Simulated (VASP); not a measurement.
Here is a VASP 6.6.1 calculation.

Contents of INCAR:

```
ALGO     = Fast           # electronic algorithm
EDIFF    = 1E-6           # SCF threshold, eV
ENCUT    = 520            # plane-wave cutoff, eV
GGA      = PE             # functional
ISIF     = 2              # what is computed and relaxed
ISMEAR   = 0              # smearing method
LASPH    = True           # aspherical terms in the spheres
LCHARG   = True           # write CHGCAR
LELF     = True           # ELF
LREAL    = False          # projectors in reciprocal space
LVHAR    = True         
LWAVE    = False          # write WAVECAR
NBANDS   = 28             # bands
NELM     = 80             # most SCF steps
PREC     = Accurate       # precision mode
SIGMA    = 0.15           # smearing width, eV
```

The input KPOINTS:

```
k-points
0
Gamma
  15 15 5
```

The input POSCAR:

```
AlNi
1.0
    0.0000000000     -2.8927237813      0.0000000000
    0.0000000000      0.0000000000     -2.8927237813
    8.3781713440     -0.2410603151     -0.2410603151
Al Ni
3 3
Direct
    0.9352620415     -0.0647379585      0.7768555023
    0.9928068935     -0.0071931065      0.0863172780
    0.9640344675     -0.0359655325      0.4315863902
    0.4208758285      0.4208758285      0.9494900584
    0.4784206805      0.4784206805      0.2589518341
    0.4496482545      0.4496482545      0.6042209463
```

Potentials or basis: VASP PAW PBE potentials, release 64 (Al, Ni).

The run is started by

```bash
$ cat potpaw_PBE.64/Al/POTCAR potpaw_PBE.64/Ni/POTCAR > POTCAR
$ mpirun -np 1 vasp_std > vasp.out
```

Q: Estimate the largest force.

A: 3.963 eV/Å.

Q: What does it give for the pressure?

A: 10.0 GPa.

Q: Predict the band gap on the k mesh.

A: Zero (an odd number of electrons rules out a gap without spin polarisation).

Forces in eV/Å, atoms in the order of the input:
```
Al  -0.816 -0.055 -0.055
Al   2.916  1.898  1.898
Al   0.045  0.020  0.020
Ni  -2.487 -1.891 -1.891
Ni   0.392  0.050  0.050
Ni  -0.050 -0.022 -0.022
```

Caveat: the cell stands under pressure; forces of over 1 eV/Å act on the atoms, so gaps and moduli don't describe the material at rest. Spin polarisation is off, so any magnetic state and its effect on volume and gap are missing.
